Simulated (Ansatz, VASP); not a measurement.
# Two plane-wave programs on Cs2Ge3

File INCAR:

```
PREC = Accurate
ENCUT = 520
EDIFF = 1E-6
ISMEAR = 0
SIGMA = 0.1
LREAL = False
LASPH = True
NELM = 60
ALGO = Normal
ISIF = 2
LWAVE = False
LCHARG = False
GGA = PE
NBANDS = 38
```

KPOINTS

```
regular mesh
0
Gamma
  4 4 4
```

Contents of POSCAR:

```
Cs2Ge3
1.0
    4.6460870400      0.0000000000      0.0000000000
    0.0000000000      4.6460870400      0.0000000000
    0.0000000000      0.0000000000      6.8431232800
Cs Ge
2 3
Direct
    0.0000000000      0.0000000000      0.7211286400
    0.5000000000      0.5000000000      0.2898103300
    0.5000000000      0.0000000000      0.9934612500
    0.0000000000      0.5000000000      0.9934612500
    0.0000000000      0.0000000000      0.2721384500
```

Input for Ansatz:

```yaml
crystal:
  lattice:
    - [4.64608704, 0.0, 0.0]
    - [0.0, 4.64608704, 0.0]
    - [0.0, 0.0, 6.84312328]
  atoms:
    - { symbol: Cs, position: [0.0, 0.0, 0.72112864] }
    - { symbol: Cs, position: [0.5, 0.5, 0.28981033] }
    - { symbol: Ge, position: [0.5, 0.0, 0.99346125] }
    - { symbol: Ge, position: [0.0, 0.5, 0.99346125] }
    - { symbol: Ge, position: [0.0, 0.0, 0.27213845] }
basis:
  ecutwfc: 420
kpoints:
  mp_grid: { grid: [4, 4, 4] }
hamiltonian:
  xc: pbe
scf:
  occupations: { method: gaussian, width: 0.1 }
  lower_state_search: "off"
output:
  forces: true
  stress: true
  eigenvalues: true
```

Change from the starting cell: species swapped into the Cu3Te2 type (P4mm, No. 99).

Alike in both runs: task single point; functional PBE; k mesh 4 × 4 × 4; occupations gaussian, width 0.1 eV; no spin polarisation.

|  | VASP | Ansatz |
| --- | --- | --- |
| version | VASP 6.6.1 | Ansatz 0.2.0 |
| potentials or method | VASP PAW PBE potentials, release 64 (Cs_sv, Ge_d), cutoff 520 eV | scalar-relativistic, plane waves, PAW |
| valence electrons in the cell | 60 | 60 |

Ansatz gave:

* pressure (GPa): 9.7
* traceless stress, the component that is largest in VASP (GPa): 2.79
* rms of the force components (eV/Å): 1.222

**Question.** What did VASP give for the same quantities?

**Answer.** Pressure (GPa): 10.0; traceless stress, the component that is largest in VASP (GPa): 2.81; rms of the force components (eV/Å): 1.232.

Atom by atom the forces differ by 0.019 eV/Å (rms over components).

Spin-orbit coupling is off throughout.
